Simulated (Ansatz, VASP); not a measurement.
Two plane-wave programs on Cu

Contents of INCAR:

```
SYSTEM = Cu
PREC = Accurate
ENCUT = 520
EDIFF = 1E-6
ISMEAR = 1
SIGMA = 0.1
LREAL = .False.
LASPH = .True.
NELM = 120
ALGO = Normal
ISIF = 2
LWAVE = .False.
LCHARG = .False.
LDIPOL = .True.
IDIPOL = 3
DIPOL = 0.5 0.5 0.500
GGA = PS
NBANDS = 72
GGA_COMPAT = .False.
NELMDL = -8
```

Contents of KPOINTS:

```
regular mesh
0
Gamma
  7 7 1
  0 0 0
```

Contents of POSCAR:

```
Cu
1.0
    7.9674482420      0.0000000000      0.0000000000
   -6.3739585930      1.9516182740      0.0000000000
    0.0000000000      0.0000000000     23.2732518790
Cu
11
Direct
    0.0000000000      0.0000000000      0.3437422515
    0.8333333333      0.1666666667      0.3749938012
    0.6666666667      0.3333333333      0.4062453509
    0.5000000000      0.5000000000      0.4374969006
    0.3333333333      0.6666666667      0.4687484503
    0.1666666667      0.8333333333      0.5000000000
    1.0000000000      1.0000000000      0.5312515497
    0.8333333333      0.1666666667      0.5625030994
    0.6666666667      0.3333333333      0.5937546491
    0.5000000000      0.5000000000      0.6250061988
    0.3333333333      0.6666666667      0.6562577485
```

Input for Ansatz:

```yaml
crystal:
  lattice:
    - [7.967448242, 0.0, 0.0]
    - [-6.373958593, 1.951618274, 0.0]
    - [0.0, 0.0, 23.273251879]
  atoms:
    - { symbol: Cu, position: [0.0, 0.0, 0.3437422515] }
    - { symbol: Cu, position: [0.8333333333, 0.1666666667, 0.3749938012] }
    - { symbol: Cu, position: [0.6666666667, 0.3333333333, 0.4062453509] }
    - { symbol: Cu, position: [0.5, 0.5, 0.4374969006] }
    - { symbol: Cu, position: [0.3333333333, 0.6666666667, 0.4687484503] }
    - { symbol: Cu, position: [0.1666666667, 0.8333333333, 0.5] }
    - { symbol: Cu, position: [1.0, 1.0, 0.5312515497] }
    - { symbol: Cu, position: [0.8333333333, 0.1666666667, 0.5625030994] }
    - { symbol: Cu, position: [0.6666666667, 0.3333333333, 0.5937546491] }
    - { symbol: Cu, position: [0.5, 0.5, 0.6250061988] }
    - { symbol: Cu, position: [0.3333333333, 0.6666666667, 0.6562577485] }
kpoints:
  mp_grid: { grid: [7, 7, 1] }
scf:
  occupations: { method: cold, width: 0.1 }
hamiltonian:
  xc: pbesol
  pseudopotentials: { kind: paw, azcp: { folder: soft_1 } }
output:
  forces: true
  stress: false
  populations: false
efield:
  axis: 3
  dipole_correction: true
```

Alike in both runs: task single point; functional PBEsol; k mesh 7 × 7 × 1; no spin polarisation.

|  | VASP | Ansatz |
| --- | --- | --- |
| version | VASP 6.6.1 | Ansatz 0.2.0 |
| potentials or method | VASP PAW PBE potentials, release 64 (Cu) | plane-wave PAW, scalar-relativistic |
| plane-wave cutoff (eV) | 520 | 420 |
| occupations | methfessel-paxton of order 1, width 0.1 eV | cold, width 0.1 eV |
| valence electrons in the cell | 121 | 209 |

VASP gave:

```
rms of the force components (eV/Å) : 0.162
```

**Question.** What did Ansatz give for the same quantities?

**Answer.** rms of the force components (eV/Å): 0.169.

VASP's potentials were made for PBE, not for PBEsol, and Ansatz warns of the same on its side. Atom by atom the forces differ by 0.013 eV/Å (rms over components). VASP's potentials hold 121 valence electrons a cell and Ansatz's 209, so a difference there can come from the potentials and not from the codes.

The k mesh is coarse, so the values compare programs but aren't converged.
